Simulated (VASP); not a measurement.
# SrO (I4/mmm) in VASP: a series of runs

The runs below take SrO through single point, with PBEsol.

All numbers are computed with VASP 6.6.1; they aren't measurements. Logs are shortened: lines on timing, memory, paths and dates and some standing lists are left out, and cuts for length are marked.

## Step 1: The cell of the first run

It takes space group I4/mmm (No. 139, tetragonal). Conventional cell: a = 3.550 Å, b = 3.550 Å, c = 5.180 Å, α = 90.00°, β = 90.00°, γ = 90.00°. Sr (site symmetry 4/mmm) has 6 O at 2.51 to 2.59 Å within 3.3 Å. Within 3.3 Å of O (site symmetry 4/mmm) lie 6 Sr at 2.51 to 2.59 Å.

## Step 2: Single point, PBEsol, non-collinear spin, zero start, spin-orbit coupling (film at in-plane strain -0.02)

INCAR

```
  PREC = Accurate
  ENCUT = 520
  EDIFF = 1E-6
  ISMEAR = 0
  SIGMA = 0.01
  LREAL = F
  LASPH = T
  NELM = 150
  ALGO = Normal
  ISIF = 2
  LWAVE = F
  LCHARG = T
  MAGMOM = 0 0 0 0 0 0
  LORBIT = 11
  LSORBIT = T
  GGA_COMPAT = F
  LORBMOM = T
  GGA = PS
  LVHAR = T
  NBANDS = 28
```

KPOINTS

```
Automatic mesh
0
Gamma
  8 8 8
```

POSCAR

```
SrO
1.0
    2.5102150055      2.5102150055      0.0000000000
   -2.5102150055      2.5102150055      0.0000000000
    0.0000000000      2.5102150055      2.5897617038
Sr O
1 1
Direct
    0.5000000000      0.5000000000      0.0000000000
    0.0000000000      0.0000000000      0.0000000000
```

Potentials or basis: VASP PAW PBE potentials, release 64 (Sr_sv, O).

On the command line:

```console
cat potpaw_PBE.64/Sr_sv/POTCAR potpaw_PBE.64/O/POTCAR > POTCAR
mpirun -np 1 vasp_ncl > vasp.out
```

OUTCAR:

```text
PREC = Accurate
   ENCUT = 520
   EDIFF = 1E-6
   ISMEAR = 0
   LREAL = F
   LASPH = T
   NELM = 150
   ISIF = 2
   LORBIT = 11
   LSORBIT = T
   GGA = PS

 ion  position               nearest neighbor table
   1  0.500  0.500  0.000-   2 2.51   2 2.51   2 2.51   2 2.51   2 2.59   2 2.59
   2  0.000  0.000  0.000-   1 2.51   1 2.51   1 2.51   1 2.51   1 2.59   1 2.59

  LATTYP: Found a body centered tetragonal cell.
 ALAT       =     3.5499801053
 C/A-ratio  =     1.4590288548

  Lattice vectors:

 A1 = (   2.5102150055,   0.0000000000,  -2.5897617038)
 A2 = (  -2.5102150055,   0.0000000000,  -2.5897617038)
 A3 = (   0.0000000000,   2.5102150055,   2.5897617038)

Analysis of symmetry for initial positions (statically):
=====================================================================
 Subroutine PRICEL returns:
 Original cell was already a primitive cell.

 Routine SETGRP: Setting up the symmetry group for a
 body centered tetragonal supercell.

 Subroutine GETGRP returns: Found 16 space group operations
 (whereof 16 operations were pure point group operations)
 out of a pool of 16 trial point group operations.

The static configuration has the point symmetry D_4h.

Analysis of symmetry for dynamics (positions and initial velocities):
=====================================================================
 Subroutine PRICEL returns:
 Original cell was already a primitive cell.

 Routine SETGRP: Setting up the symmetry group for a
 body centered tetragonal supercell.

 Subroutine GETGRP returns: Found 16 space group operations
 (whereof 16 operations were pure point group operations)
 out of a pool of 16 trial point group operations.

The dynamic configuration has the point symmetry D_4h.

Analysis of structural, dynamic, and magnetic symmetry:
=====================================================================
 Subroutine PRICEL returns:
 Original cell was already a primitive cell.

 Routine SETGRP: Setting up the symmetry group for a
 body centered tetragonal supercell.

 Subroutine GETGRP returns: Found 16 space group operations
 (whereof 16 operations were pure point group operations)
 out of a pool of 16 trial point group operations.

The overall configuration has the point symmetry D_4h.

 Subroutine INISYM returns: Found 16 space group operations
 (whereof 16 operations are pure point group operations),
 and found     1 'primitive' translations

----------------------------------------------------------------------------------------

                                     Primitive cell

  volume of cell :      32.6371

  direct lattice vectors                    reciprocal lattice vectors
     2.510215006  2.510215006  0.000000000     0.199186125  0.199186125 -0.193067957
    -2.510215006  2.510215006  0.000000000    -0.199186125  0.199186125 -0.193067957
     0.000000000  2.510215006  2.589761704     0.000000000  0.000000000  0.386135913

  length of vectors
     3.549980105  3.549980105  3.606666751     0.341504701  0.341504701  0.386135913

  position of ions in fractional coordinates (direct lattice)
     0.500000000  0.500000000  0.000000000
     0.000000000  0.000000000  0.000000000

  ion indices of the primitive-cell ions
   primitive index   ion index
                 1           1
                 2           2

----------------------------------------------------------------------------------------

 KPOINTS: Automatic mesh

Automatic generation of k-mesh.
 Grid dimensions read from file:
 generate k-points for:    8    8    8

 Generating k-lattice:

  Cartesian coordinates                     Fractional coordinates (reciprocal lattice)
     0.024898266  0.024898266 -0.024133495     0.125000000  0.000000000  0.000000000
    -0.024898266  0.024898266 -0.024133495     0.000000000  0.125000000  0.000000000
     0.000000000  0.000000000  0.048266989     0.000000000  0.000000000  0.125000000

  Length of vectors
     0.042688088  0.042688088  0.048266989

  Shift w.r.t. Gamma in fractional coordinates (k-lattice)
     0.000000000  0.000000000  0.000000000

 Subroutine IBZKPT returns following result:
 ===========================================

 Found     59 irreducible k-points:

 Following reciprocal coordinates:
            Coordinates               Weight
  0.000000  0.000000  0.000000      1.000000
  0.125000  0.000000  0.000000      8.000000
  0.250000  0.000000  0.000000      8.000000
  0.375000  0.000000 -0.000000      8.000000
  0.500000  0.000000  0.000000      4.000000
  0.125000  0.125000  0.000000      8.000000
[... 16 lines left out ...]
  0.250000  0.000000  0.125000      4.000000
  0.375000  0.000000  0.125000      8.000000
[... 26 lines left out ...]
   ISYM   =      2    0-nonsym 1-usesym 2-fastsym
   POTIM  = 0.5000    time-step for ionic-motion
   TEBEG  =    0.0;   TEEND  =   0.0 temperature during run
   PSTRESS=    0.0 pullay stress
   NELECT =      16.0000    total number of electrons
   NUPDOWN=      -1.0000    fix difference up-down
   EMIN   =  10.00;   EMAX   =-10.00  energy-range for DOS
   EFERMI =   0.00;   METHOD = LEGACY
   ISMEAR =     0;   SIGMA  =   0.01  broadening in eV -4-tet -1-fermi 0-gaus
   EFERMI_NEDOS =   21; number of points for ismear=-14 and -15
   IALGO  =     38    algorithm
   IMIX   =      4    mixing-type and parameters
     AMIX     =   0.40;   BMIX     =  1.00
     AMIX_MAG =   1.60;   BMIX_MAG =  1.00
  volume/ion in A,a.u.               =      16.32       110.12
  Fermi-wavevector in a.u.,A,eV,Ry     =   1.290855  2.439363 22.671494  1.666308
  Thomas-Fermi vector in A             =   2.422661
   LORBIT       =     11    0 simple, 1 ext, 2 COOP (PROOUT), +10 PAW based schemes
   GGA     = PS    functional components
   LHFCALC =     F    Hartree Fock is set to
   AEXX    =    0.0000 exact exchange contribution
   IVDW    =     0    specifies the selected vdW correction
   LEPSILON=     F    determine dielectric tensor
   LRPA    =     F    only Hartree local field effects (RPA)
 Gauss-broadening in eV      SIGMA  =   0.01
  energy-cutoff  :      520.00
  volume of cell :       32.64
 maximum number of plane-waves:      1818
 NGX is ok and might be reduce to    28
   NGX = 13   NGY = 13   NGZ = 13

 number of electron      15.9999996 magnetization       0.0000000      0.0000000      0.0000000

 number of electron      15.9999996 magnetization       0.0000000     -0.0000000     -0.0000000

 number of electron      15.9999996 magnetization      -0.0000000      0.0000000      0.0000000

 Free energy of the ion-electron system (eV)
  ---------------------------------------------------
  ext. energy  EPLUGINS =         0.00000000
  ---------------------------------------------------
  free energy    TOTEN  =       -12.70307028 eV

  energy without entropy =      -12.70307028  energy(sigma->0) =      -12.70307028

 E-fermi :   1.7975     XC(G=0): -10.4717

 val. band max:        1.7529797662   @ k =   0.0000   0.0000   0.0000
 cond. band min:       4.7747786491   @ k =   0.5000   0.5000   0.0000
 fundamental gap:      3.0217988829
 Fermi energy:         1.7974564848

 k-point     1 :       0.0000    0.0000    0.0000
  band No.  band energies     occupation
      1     -30.4093      1.00000
      2     -30.4093      1.00000
      3     -13.3663      1.00000
      4     -13.3663      1.00000
      5     -12.7979      1.00000
      6     -12.7979      1.00000
[... 733 lines left out ...]
     27      12.9271      0.00000
     28      12.9271      0.00000

 [... further k-points ...]

------------------------ aborting loop because EDIFF is reached ----------------------------------------

  FORCE on cell =-STRESS in cart. coord.  units (eV):
  Direction    XX          YY          ZZ          XY          YZ          ZX
  --------------------------------------------------------------------------------------
  -------------------------------------------------------------------------------------
  Total        1.1269847      1.1269847      0.1092681      0.0000000     -0.0000000      0.0000000
  in kB       55.3244294     55.3244294      5.3640448      0.0000000     -0.0000000      0.0000000
  external PRESSURE =      38.6709679 kB  Pullay stress =       0.0000000 kB

 VOLUME and BASIS-vectors are now :
 -----------------------------------------------------------------------------
  energy-cutoff  :      520.00
  volume of cell :       32.64
      direct lattice vectors                 reciprocal lattice vectors
     2.510215006  2.510215006  0.000000000     0.199186125  0.199186125 -0.193067957
    -2.510215006  2.510215006  0.000000000    -0.199186125  0.199186125 -0.193067957
     0.000000000  2.510215006  2.589761704     0.000000000  0.000000000  0.386135913

 POSITION                                       TOTAL-FORCE (eV/Angst)
 -----------------------------------------------------------------------------------
      0.00000      2.51022      0.00000         0.000000     -0.000000      0.000000
      0.00000      0.00000      0.00000        -0.000000      0.000000      0.000000
 -----------------------------------------------------------------------------------
    total drift:                               -0.000000      0.000000     -0.000000

  FREE ENERGIE OF THE ION-ELECTRON SYSTEM (eV)
  ---------------------------------------------------
  free  energy   TOTEN  =       -12.7030702769 eV

  energy  without entropy=      -12.7030702769  energy(sigma->0) =      -12.70307028

 orbital moment (x)

 # of ion     p       d       tot
 ----------------------------------------
  1         0.000   0.000   0.000
  2         0.000   0.000   0.000
 ----------------------------------------
            0.000   0.000   0.000

 orbital moment (y)

 # of ion     p       d       tot
 ----------------------------------------
  1         0.000   0.000   0.000
  2         0.000   0.000   0.000
 ----------------------------------------
            0.000   0.000   0.000

 orbital moment (z)

 # of ion     p       d       tot
 ----------------------------------------
  1         0.000   0.000   0.000
  2         0.000   0.000   0.000
 ----------------------------------------
            0.000   0.000   0.000

 Spin-Orbit-Coupling matrix elements

 Ion:    1  E_soc:     -0.1769698
 l=   1
     0.0000000    -0.0294541    -0.0294922
    -0.0294541     0.0000000    -0.0294541
    -0.0294922    -0.0294541     0.0000000
 l=   2
     0.0000000    -0.0000018     0.0000000    -0.0000018    -0.0000279
    -0.0000018     0.0000000    -0.0000187    -0.0000019    -0.0000069
     0.0000000    -0.0000187     0.0000000    -0.0000187     0.0000000
    -0.0000018    -0.0000019    -0.0000187     0.0000000    -0.0000069
    -0.0000279    -0.0000069     0.0000000    -0.0000069     0.0000000
 l=   3
     0.0000000     0.0000000     0.0000000     0.0000000     0.0000000     0.0000000     0.0000000
     0.0000000     0.0000000     0.0000000     0.0000000     0.0000000     0.0000000     0.0000000
     0.0000000     0.0000000     0.0000000     0.0000000     0.0000000     0.0000000     0.0000000
     0.0000000     0.0000000     0.0000000     0.0000000     0.0000000     0.0000000     0.0000000
     0.0000000     0.0000000     0.0000000     0.0000000     0.0000000     0.0000000     0.0000000
     0.0000000     0.0000000     0.0000000     0.0000000     0.0000000     0.0000000     0.0000000
     0.0000000     0.0000000     0.0000000     0.0000000     0.0000000     0.0000000     0.0000000

 Ion:    2  E_soc:     -0.0003249
 l=   1
     0.0000000    -0.0000533    -0.0000558
    -0.0000533     0.0000000    -0.0000533
    -0.0000558    -0.0000533     0.0000000
 l=   2
     0.0000000     0.0000000     0.0000000     0.0000000     0.0000000
     0.0000000     0.0000000     0.0000000     0.0000000     0.0000000
     0.0000000     0.0000000     0.0000000     0.0000000     0.0000000
     0.0000000     0.0000000     0.0000000     0.0000000     0.0000000
     0.0000000     0.0000000     0.0000000     0.0000000     0.0000000
 l=   3
     0.0000000     0.0000000     0.0000000     0.0000000     0.0000000     0.0000000     0.0000000
     0.0000000     0.0000000     0.0000000     0.0000000     0.0000000     0.0000000     0.0000000
     0.0000000     0.0000000     0.0000000     0.0000000     0.0000000     0.0000000     0.0000000
     0.0000000     0.0000000     0.0000000     0.0000000     0.0000000     0.0000000     0.0000000
     0.0000000     0.0000000     0.0000000     0.0000000     0.0000000     0.0000000     0.0000000
     0.0000000     0.0000000     0.0000000     0.0000000     0.0000000     0.0000000     0.0000000
     0.0000000     0.0000000     0.0000000     0.0000000     0.0000000     0.0000000     0.0000000

 total charge

# of ion       s       p       d       tot
------------------------------------------
    1        2.019   5.814   0.281   8.114
    2        1.549   3.418   0.000   4.967
--------------------------------------------------
tot          3.568   9.231   0.281  13.081

 magnetization (x)

# of ion       s       p       d       tot
------------------------------------------
    1        0.000   0.000   0.000   0.000
    2        0.000   0.000   0.000   0.000
--------------------------------------------------
tot          0.000   0.000   0.000   0.000

 magnetization (y)

# of ion       s       p       d       tot
------------------------------------------
    1       -0.000   0.000   0.000   0.000
    2        0.000  -0.000   0.000  -0.000
--------------------------------------------------
tot          0.000  -0.000   0.000  -0.000

 magnetization (z)

# of ion       s       p       d       tot
------------------------------------------
    1        0.000   0.000  -0.000   0.000
    2        0.000   0.000   0.000   0.000
--------------------------------------------------
tot          0.000   0.000  -0.000   0.000
```

It took 2.2 min on 1 thread of Intel Xeon Platinum 8259CL at 2.50GHz (Skylake/Cascade Lake), shared host; peak memory 0.28 GiB.

Results:

* Free energy: -12.7031 eV
* Pressure: 3.9 GPa
* Net moment: 0.00 μB per cell
* Valence electrons inside the program's atomic spheres: Sr 8.11; O 4.97

Moments on the atoms (μB; x, y, z):
```
Sr  0.00 0.00 0.00
O   0.00 0.00 0.00
```

Caveat: the cell differs from its parent crystal (film at in-plane strain -0.02); the cell stands under pressure; the PAW data sets were made with another functional, which shifts forces and pressure a little.

## Step 3: Single point, PBEsol, non-collinear spin, zero start, spin-orbit coupling (film at in-plane strain -0.01)

INCAR

```
SYSTEM = SrO
PREC     = Accurate       ! precision mode
ENCUT    = 520            ! plane-wave cutoff, eV
EDIFF    = 1E-6           ! SCF threshold, eV
ISMEAR   = 0              ! smearing method
SIGMA    = 0.01           ! smearing width, eV
LREAL    = .FALSE.        ! projectors in reciprocal space
LASPH    = .TRUE.         ! aspherical terms in the spheres
NELM     = 150            ! most SCF steps
ALGO     = Normal         ! electronic algorithm
ISIF     = 2              ! what is computed and relaxed
LWAVE    = .FALSE.        ! write WAVECAR
LCHARG   = .FALSE.        ! write CHGCAR
MAGMOM   = 0 0 0 0 0 0    ! initial moments
LORBIT   = 11             ! projections on sites
LSORBIT  = .TRUE.         ! spin-orbit coupling
GGA_COMPAT= .FALSE.      
LORBMOM  = .TRUE.       
GGA      = PS             ! functional
NBANDS   = 28             ! bands
```

KPOINTS

```
regular mesh
0
G
  8 8 8
  0 0 0
```

POSCAR

```
SrO
1.0
    2.5358294443      2.5358294443      0.0000000000
   -2.5358294443      2.5358294443      0.0000000000
    0.0000000000      2.5358294443      2.5745646729
Sr O
1 1
Direct
    0.5000000000      0.5000000000      0.0000000000
    0.0000000000      0.0000000000      0.0000000000
```

Potentials or basis: VASP PAW PBE potentials, release 64 (Sr_sv, O).

On the command line:

```console
cat potpaw_PBE.64/Sr_sv/POTCAR potpaw_PBE.64/O/POTCAR > POTCAR
mpirun -np 1 vasp_ncl > vasp.out
```

It took 2 min on 1 thread of Intel Xeon Platinum 8259CL at 2.50GHz (Skylake/Cascade Lake), shared host; peak memory 0.29 GiB.

The run converged. Its results:

```
Free energy                                           : -12.7202 eV
Pressure                                              : 2.1 GPa
Net moment                                            : 0.00 μB per cell
Valence electrons inside the program's atomic spheres : Sr 8.10; O 4.96
```

Stress tensor (GPa, compression positive):
```
2.91 0.00 0.00
0.00 2.91 0.00
0.00 0.00 0.62
```

Moments on the atoms (μB; x, y, z):
```
Sr  0.00 0.00 0.00
O   0.00 0.00 0.00
```

Caveat: the cell differs from its parent crystal (film at in-plane strain -0.01); the PAW data sets were made with another functional, which shifts forces and pressure a little.

(Part 1 of 2 ends here.)
